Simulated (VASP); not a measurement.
# BaTiO3 (P4/mmm) in VASP: further runs

Runs on BaTiO3. Level: PBE. Tasks: single point.

Everything below comes from runs of VASP 6.6.1. Logs are shortened: lines on timing, memory, paths and dates and some standing lists are left out, and cuts for length are marked.

## (1) The cell of the first run

The structure is tetragonal, space group P4/mmm (No. 123). The conventional cell has a = 3.914 Å, b = 3.914 Å, c = 4.056 Å, α = 90.00°, β = 90.00°, γ = 90.00°. Ba (site symmetry 4/mmm) has 12 O at 2.77 to 2.82 Å and 8 Ti at 3.43 Å within 3.6 Å. Within 2.6 Å of Ti (site symmetry 4/mmm) lie 6 O at 1.96 to 2.03 Å. O (site symmetry 4/mmm) has 2 Ti at 2.03 Å and 4 Ba at 2.77 Å and 8 O at 2.82 Å within 2.9 Å. O (site symmetry mmm) has 2 Ti at 1.96 Å within 2.6 Å.

## (2) Single point, PBE (epitaxial xy strain -2.0%)

The input, INCAR:

```
SYSTEM = BaTiO3
ALGO = Normal
EDIFF = 1E-6
ENCUT = 520
GGA = PE
ISIF = 2
ISMEAR = -1
LASPH = .True.
LCHARG = .True.
LELF = .True.
LREAL = .False.
LVHAR = .True.
LWAVE = .False.
NBANDS = 28
NELM = 80
PREC = Accurate
SIGMA = 0.02
```

The input, KPOINTS:

```
k-points
0
Gamma
  6 6 6
  0 0 0
```

The input, POSCAR:

```
BaTiO3
1.0
    3.9142145900      0.0000000000      0.0000000000
    0.0000000000      3.9142145900      0.0000000000
    0.0000000000      0.0000000000      4.0555254761
Ba Ti O
1 1 3
Direct
    0.0000000000      0.0000000000      0.0000000000
    0.5000000000      0.5000000000      0.5000000000
    0.5000000000      0.5000000000      0.0000000000
    0.5000000000      0.0000000000      0.5000000000
    0.0000000000      0.5000000000      0.5000000000
```

Potentials or basis: VASP PAW PBE potentials, release 64 (Ba_sv, Ti_sv, O).

Started as:

```bash
$ cat potpaw_PBE.64/Ba_sv/POTCAR potpaw_PBE.64/Ti_sv/POTCAR potpaw_PBE.64/O/POTCAR > POTCAR
$ mpirun -np 1 vasp_std > vasp.out
```

OUTCAR:

```text
SYSTEM = BaTiO3
   EDIFF = 1E-6
   ENCUT = 520
   GGA = PE
   ISIF = 2
   ISMEAR = -1
   LASPH = .True.
   LREAL = .False.
   NELM = 80
   PREC = Accurate

 ion  position               nearest neighbor table
   1  0.000  0.000  0.000-   3 2.77   3 2.77   3 2.77   3 2.77   5 2.82   4 2.82   5 2.82   5 2.82
                             5 2.82   4 2.82   4 2.82   4 2.82   2 3.43   2 3.43   2 3.43   2 3.43
   2  0.500  0.500  0.500-   4 1.96   5 1.96   4 1.96   5 1.96   3 2.03   3 2.03   1 3.43   1 3.43
                             1 3.43   1 3.43   1 3.43   1 3.43   1 3.43   1 3.43
   3  0.500  0.500  0.000-   2 2.03   2 2.03   1 2.77   1 2.77   1 2.77   1 2.77
   4  0.500  0.000  0.500-   2 1.96   2 1.96   1 2.82   1 2.82   1 2.82   1 2.82
   5  0.000  0.500  0.500-   2 1.96   2 1.96   1 2.82   1 2.82   1 2.82   1 2.82

  LATTYP: Found a simple tetragonal cell.
 ALAT       =     3.9142145900
 C/A-ratio  =     1.0361019773

  Lattice vectors:

 A1 = (   3.9142145900,   0.0000000000,   0.0000000000)
 A2 = (   0.0000000000,   3.9142145900,   0.0000000000)
 A3 = (   0.0000000000,   0.0000000000,   4.0555254761)

Analysis of symmetry for initial positions (statically):
=====================================================================
 Subroutine PRICEL returns:
 Original cell was already a primitive cell.

 Routine SETGRP: Setting up the symmetry group for a
 simple tetragonal supercell.

 Subroutine GETGRP returns: Found 16 space group operations
 (whereof 16 operations were pure point group operations)
 out of a pool of 16 trial point group operations.

The static configuration has the point symmetry D_4h.

Analysis of symmetry for dynamics (positions and initial velocities):
=====================================================================
 Subroutine PRICEL returns:
 Original cell was already a primitive cell.

 Routine SETGRP: Setting up the symmetry group for a
 simple tetragonal supercell.

 Subroutine GETGRP returns: Found 16 space group operations
 (whereof 16 operations were pure point group operations)
 out of a pool of 16 trial point group operations.

The dynamic configuration has the point symmetry D_4h.

 Subroutine INISYM returns: Found 16 space group operations
 (whereof 16 operations are pure point group operations),
 and found     1 'primitive' translations

----------------------------------------------------------------------------------------
[... 99 lines left out ...]
   EDIFF  = 0.1E-05   stopping-criterion for ELM
   LREAL  =      F    real-space projection
   EDIFFG = 0.1E-04   stopping-criterion for IOM
   NSW    =      0    number of steps for IOM
   IBRION =     -1    ionic relax: 0-MD 1-quasi-New 2-CG
   NFREE  =      0    steps in history (QN), initial steepest desc. (CG)
   ISIF   =      2    stress and relaxation
   ISYM   =      2    0-nonsym 1-usesym 2-fastsym
   POTIM  = 0.5000    time-step for ionic-motion
   TEBEG  =    0.0;   TEEND  =   0.0 temperature during run
   PSTRESS=    0.0 pullay stress
   NELECT =      40.0000    total number of electrons
   NUPDOWN=      -1.0000    fix difference up-down
   EMIN   =  10.00;   EMAX   =-10.00  energy-range for DOS
   EFERMI =   0.00;   METHOD = LEGACY
   ISMEAR =    -1;   SIGMA  =   0.02  broadening in eV -4-tet -1-fermi 0-gaus
   EFERMI_NEDOS =   21; number of points for ismear=-14 and -15
   IALGO  =     38    algorithm
   IMIX   =      4    mixing-type and parameters
     AMIX     =   0.40;   BMIX     =  1.00
     AMIX_MAG =   1.60;   BMIX_MAG =  1.00
  volume/ion in A,a.u.               =      12.43        83.86
  Fermi-wavevector in a.u.,A,eV,Ry     =   1.413566  2.671252 27.186730  1.998168
  Thomas-Fermi vector in A             =   2.535198
   LORBIT       =      0    0 simple, 1 ext, 2 COOP (PROOUT), +10 PAW based schemes
   GGA     = PE    functional components
   LHFCALC =     F    Hartree Fock is set to
   AEXX    =    0.0000 exact exchange contribution
   IVDW    =     0    specifies the selected vdW correction
   LEPSILON=     F    determine dielectric tensor
   LRPA    =     F    only Hartree local field effects (RPA)
 non-spin polarized calculation
  energy-cutoff  :      520.00
  volume of cell :       62.14
 maximum number of plane-waves:      1692
 NGX is ok and might be reduce to    30
   NGX = 15   NGY = 15   NGZ = 15

 number of electron      40.0000001 magnetization

 Free energy of the ion-electron system (eV)
  ---------------------------------------------------
  ext. energy  EPLUGINS =         0.00000000
  ---------------------------------------------------
  free energy    TOTEN  =       -39.84334430 eV

  energy without entropy =      -39.84334430  energy(sigma->0) =      -39.84334430

 E-fermi :   4.5650     XC(G=0): -11.4262

 val. band max:        4.1363152116   @ k =   0.5000   0.5000   0.5000
 cond. band min:       5.8660456142   @ k =   0.0000   0.0000   0.0000
 fundamental gap:      1.7297304025
 Fermi energy:         4.5649598002

 k-point     1 :       0.0000    0.0000    0.0000
  band No.  band energies     occupation
      1     -52.4224      2.00000
      2     -28.6582      2.00000
      3     -28.6582      2.00000
      4     -28.6421      2.00000
      5     -20.6648      2.00000
      6     -12.9184      2.00000
[... 733 lines left out ...]
     27      12.4103      0.00000
     28      13.7221      0.00000

 [... further k-points ...]

------------------------ aborting loop because EDIFF is reached ----------------------------------------

  FORCE on cell =-STRESS in cart. coord.  units (eV):
  Direction    XX          YY          ZZ          XY          YZ          ZX
  --------------------------------------------------------------------------------------
  -------------------------------------------------------------------------------------
  Total        5.0013092      5.0013092      1.9781766      0.0000000     -0.0000000      0.0000000
  in kB      128.9608522    128.9608522     51.0081106      0.0000000     -0.0000000      0.0000000
  external PRESSURE =     102.9766050 kB  Pullay stress =       0.0000000 kB

 VOLUME and BASIS-vectors are now :
 -----------------------------------------------------------------------------
  energy-cutoff  :      520.00
  volume of cell :       62.14
      direct lattice vectors                 reciprocal lattice vectors
     3.914214590  0.000000000  0.000000000     0.255479095  0.000000000  0.000000000
     0.000000000  3.914214590  0.000000000     0.000000000  0.255479095  0.000000000
     0.000000000  0.000000000  4.055525476     0.000000000  0.000000000  0.246577171

 POSITION                                       TOTAL-FORCE (eV/Angst)
 -----------------------------------------------------------------------------------
      0.00000      0.00000      0.00000         0.000000      0.000000      0.000000
      1.95711      1.95711      2.02776         0.000000      0.000000      0.000000
      1.95711      1.95711      0.00000         0.000000      0.000000      0.000000
      1.95711      0.00000      2.02776         0.000000      0.000000      0.000000
      0.00000      1.95711      2.02776         0.000000      0.000000      0.000000
 -----------------------------------------------------------------------------------
    total drift:                                0.000000      0.000000     -0.000000

  FREE ENERGIE OF THE ION-ELECTRON SYSTEM (eV)
  ---------------------------------------------------
  free  energy   TOTEN  =       -39.8433443037 eV

  energy  without entropy=      -39.8433443037  energy(sigma->0) =      -39.84334430
```

OSZICAR:

```text
N       E                     dE             d eps       ncg     rms          rms(c)
DAV:   1     0.442216535470E+03    0.44222E+03   -0.21043E+04  2240   0.156E+03
DAV:   2    -0.470749753480E+01   -0.44692E+03   -0.42705E+03  2576   0.434E+02
DAV:   3    -0.486065935753E+02   -0.43899E+02   -0.43514E+02  3100   0.134E+02
DAV:   4    -0.506615843538E+02   -0.20550E+01   -0.20509E+01  3420   0.247E+01
DAV:   5    -0.507197491039E+02   -0.58165E-01   -0.58155E-01  2976   0.318E+00    0.237E+01
DAV:   6    -0.399783292645E+02    0.10741E+02   -0.55197E+01  3024   0.676E+01    0.972E+00
DAV:   7    -0.399651510084E+02    0.13178E-01   -0.86970E+00  2840   0.217E+01    0.685E+00
DAV:   8    -0.398251343695E+02    0.14002E+00   -0.68443E-01  2820   0.770E+00    0.310E+00
DAV:   9    -0.398603743602E+02   -0.35240E-01   -0.23640E-01  2960   0.348E+00    0.122E+00
DAV:  10    -0.398435946149E+02    0.16780E-01   -0.91789E-02  2660   0.312E+00    0.224E-01
DAV:  11    -0.398434446179E+02    0.15000E-03   -0.31556E-03  2888   0.401E-01    0.634E-02
DAV:  12    -0.398433658314E+02    0.78787E-04   -0.20287E-04  2868   0.918E-02    0.360E-02
DAV:  13    -0.398433514733E+02    0.14358E-04   -0.26201E-04  2592   0.181E-01    0.311E-02
DAV:  14    -0.398433443149E+02    0.71583E-05   -0.57016E-05  3140   0.648E-02    0.834E-03
DAV:  15    -0.398433443037E+02    0.11218E-07   -0.81696E-06  2684   0.267E-02
   1 F= -.39843344E+02 E0= -.39843344E+02  d E =-.422435E-11
```

It took 38 s on 1 thread of AMD EPYC 9R45 (Zen 5), shared host; peak memory 0.19 GiB.

Results:

```
Free energy            : -39.8433 eV
Pressure               : 10.3 GPa
Band gap on the k mesh : 1.73 eV (least direct gap 1.88 eV)
```

Caveat: the cell differs from its parent crystal (epitaxial xy strain -2.0%); the stress differs along the axes, from 5 to 13 GPa; spin-orbit coupling is left out, which moves the levels of the heavy elements. A k mesh can miss the band edges.

## (3) Single point, PBE (epitaxial xy strain -1.0%)

The input, INCAR:

```
  PREC = Accurate
  ENCUT = 520
  EDIFF = 1E-6
  ISMEAR = -1
  SIGMA = 0.02
  LREAL = F
  LASPH = T
  NELM = 60
  ALGO = Normal
  ISIF = 2
  LWAVE = F
  LCHARG = F
  GGA = PE
  NBANDS = 28
```

The input, KPOINTS:

```
regular mesh
0
Gamma
  6 6 6
```

Edit POSCAR of step 2 so:

```diff
@@ -2,5 +2,5 @@
 1.0
-    3.9142145900      0.0000000000      0.0000000000
-    0.0000000000      3.9142145900      0.0000000000
-    0.0000000000      0.0000000000      4.0555254761
+    3.9541555552      0.0000000000      0.0000000000
+    0.0000000000      3.9541555552      0.0000000000
+    0.0000000000      0.0000000000      4.0237923827
 Ba Ti O
```

Potentials or basis: VASP PAW PBE potentials, release 64 (Ba_sv, Ti_sv, O).

Started as:

```bash
$ cat potpaw_PBE.64/Ba_sv/POTCAR potpaw_PBE.64/Ti_sv/POTCAR potpaw_PBE.64/O/POTCAR > POTCAR
$ mpirun -np 1 vasp_std > vasp.out
```

Run time: 36 s. Hardware: 1 thread of AMD EPYC 9R45 (Zen 5), shared host; peak memory 0.19 GiB.

It converged, with:

```
Free energy            : -39.9139 eV
Pressure               : 7.5 GPa
Band gap on the k mesh : 1.74 eV (least direct gap 1.89 eV)
```

Stress tensor (GPa, compression positive):
```
8.75 0.00 0.00
0.00 8.75 0.00
0.00 0.00 5.07
```

Levels at points of the mesh, in eV from the valence-band top:
| k point | band 18 | band 19 | band 20 | band 21 | band 22 | band 23 |
| --- | --- | --- | --- | --- | --- | --- |
| (0.00, 0.00, 0.00) | -0.17 | -0.15 | -0.15 | 1.74 | 1.74 | 1.78 |
| (0.50, 0.00, 0.00) | -1.94 | -0.76 | -0.74 | 1.92 | 3.60 | 3.61 |
| (0.50, 0.50, 0.00) | -0.79 | -0.79 | -0.08 | 3.61 | 3.61 | 4.05 |
| (0.00, 0.00, 0.50) | -1.75 | -0.73 | -0.73 | 1.93 | 3.46 | 3.46 |
| (0.50, 0.00, 0.50) | -0.94 | -0.93 | -0.14 | 3.46 | 3.62 | 3.96 |
| (0.50, 0.50, 0.50) | -0.04 | -0.04 | 0.00 | 4.23 | 4.23 | 4.31 |

Caveat: the cell differs from its parent crystal (epitaxial xy strain -1.0%); the cell stands under pressure; spin-orbit coupling is left out, which moves the levels of the heavy elements.

## (4) Single point, PBE (epitaxial xy strain +1.0%)

The input, INCAR:

```
PREC = Accurate ; ENCUT = 520
EDIFF = 1E-7 ; ISMEAR = -1
SIGMA = 0.02 ; LREAL = False
LASPH = True ; NELM = 80
ALGO = Normal ; ISIF = 2
LWAVE = False ; LCHARG = False
GGA = PE ; NBANDS = 28
```

KPOINTS is that of step 3.

Edit POSCAR of step 3 so:

```diff
@@ -2,5 +2,5 @@
 1.0
-    3.9541555552      0.0000000000      0.0000000000
-    0.0000000000      3.9541555552      0.0000000000
-    0.0000000000      0.0000000000      4.0237923827
+    4.0340374856      0.0000000000      0.0000000000
+    0.0000000000      4.0340374856      0.0000000000
+    0.0000000000      0.0000000000      3.9661354789
 Ba Ti O
```

Started as:

```bash
$ cat potpaw_PBE.64/Ba_sv/POTCAR potpaw_PBE.64/Ti_sv/POTCAR potpaw_PBE.64/O/POTCAR > POTCAR
$ mpirun -np 1 vasp_std > vasp.out
```

Run time: 42 s. Hardware: 1 thread of AMD EPYC 9R45 (Zen 5), shared host; peak memory 0.19 GiB.

It converged, with:

| Item | Value |
| --- | --- |
| Free energy | -39.9678 eV |
| Pressure | 2.8 GPa |
| Band gap on the k mesh | 1.70 eV (least direct gap 1.85 eV) |

Stress tensor (GPa, compression positive):
```
1.70 0.00 0.00
0.00 1.70 0.00
0.00 0.00 5.02
```

Levels at points of the mesh, in eV from the valence-band top:
```
           k point  band 17  band 18  band 19  band 20  band 21  band 22  band 23  band 24
(0.00, 0.00, 0.00)    -1.05    -0.17    -0.17    -0.15     1.70     1.73     1.73     3.78
(0.50, 0.00, 0.00)    -1.77    -1.77    -0.73    -0.71     1.88     3.39     3.40     3.88
(0.50, 0.50, 0.00)    -1.74    -0.98    -0.98    -0.14     3.40     3.40     3.79     4.80
(0.00, 0.00, 0.50)    -1.92    -1.92    -0.74    -0.74     1.87     3.53     3.53     3.79
(0.50, 0.00, 0.50)    -1.73    -0.85    -0.84    -0.09     3.40     3.54     3.89     4.63
(0.50, 0.50, 0.50)    -2.31    -0.04     0.00     0.00     4.05     4.13     4.13     6.62
```

Caveat: the cell differs from its parent crystal (epitaxial xy strain +1.0%); spin-orbit coupling is left out, which moves the levels of the heavy elements.

(Part 1 of 2 ends here.)
